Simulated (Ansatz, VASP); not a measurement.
# GaAs: VASP beside Ansatz

Contents of POSCAR:

```
GaAs
1.0
    0.0000000000      2.8834562447      2.8834562447
    2.8834562447      0.0000000000      2.8834562447
    2.8834562447      2.8834562447      0.0000000000
Ga As
1 1
Direct
    0.0000000000      0.0000000000      0.0000000000
    0.5000000000      0.5000000000      0.5000000000
```

File INCAR.step1:

```
SYSTEM = GaAs
ALGO = Normal
EDIFF = 1E-4
ENCUT = 600
GGA = PE
ISMEAR = 0
LASPH = .True.
LCHARG = .False.
LREAL = .False.
LWAVE = .True.
NELM = 80
PREC = Accurate
SIGMA = 0.1
```

File INCAR.step2:

```
SYSTEM = GaAs
ALGO = Normal
EDIFF = 1E-6
EDIFFG = -0.04
ENCUT = 600
IBRION = 2
ISIF = 3
ISMEAR = 0
ISTART = 1
LASPH = .True.
LCHARG = .False.
LMIXTAU = .True.
LREAL = .False.
LWAVE = .False.
METAGGA = R2SCAN
NELM = 80
NSW = 90
PREC = Accurate
SIGMA = 0.1
```

Contents of KPOINTS:

```
k-points
0
Gamma
  6 6 6
  0 0 0
```

Input for Ansatz:

```yaml
crystal:
  lattice:
    - [0.0, 2.8834562447, 2.8834562447]
    - [2.8834562447, 0.0, 2.8834562447]
    - [2.8834562447, 2.8834562447, 0.0]
  atoms:
    - { symbol: Ga, position: [0.0, 0.0, 0.0] }
    - { symbol: As, position: [0.5, 0.5, 0.5] }
basis:
  ecutwfc: 500
kpoints:
  mp_grid: { grid: [6, 6, 6] }
hamiltonian:
  xc: r2scan
scf:
  occupations: { method: gaussian, width: 0.1 }
  lower_state_search: "off"
output:
  forces: true
  stress: true
  eigenvalues: true
relax:
  adjacent_minimum: "off"
  f_tol: 0.04
  max_steps: 70
  cell: { stress_tol: 0.4 }
```

Alike in both runs: task relaxation of cell and atoms; functional r2SCAN; k mesh 6 × 6 × 6; occupations gaussian, width 0.1 eV; no spin polarisation.

```csv
,VASP,Ansatz
version,VASP 6.6.1,Ansatz 0.2.0
potentials or method,"VASP PAW PBE potentials, release 64 (Ga_d, As), cutoff 600 eV","scalar-relativistic, plane waves, PAW"
valence electrons in the cell,18,28
```

|  | VASP | Ansatz | Ansatz less VASP |
| --- | --- | --- | --- |
| gap on the k mesh at the Fermi level, each at its own relaxed structure (eV) | none | none | - |
| relaxed volume (Å³/atom) | 18.88 | 18.87 | -0.002 |
| relaxed length of the cell vector where the two differ most in proportion (Å) | 3.765 | 3.765 | -0.0001 |

VASP's potentials were made for PBE, not for r2SCAN. A gap of «none» marks a metal or a gap that the smearing closes. VASP's potentials hold 18 valence electrons a cell and Ansatz's 28, so a difference there can come from the potentials and not from the codes.

Noted on VASP's run: the volume moved by over 15 % at a fixed basis, so the end points are rough.
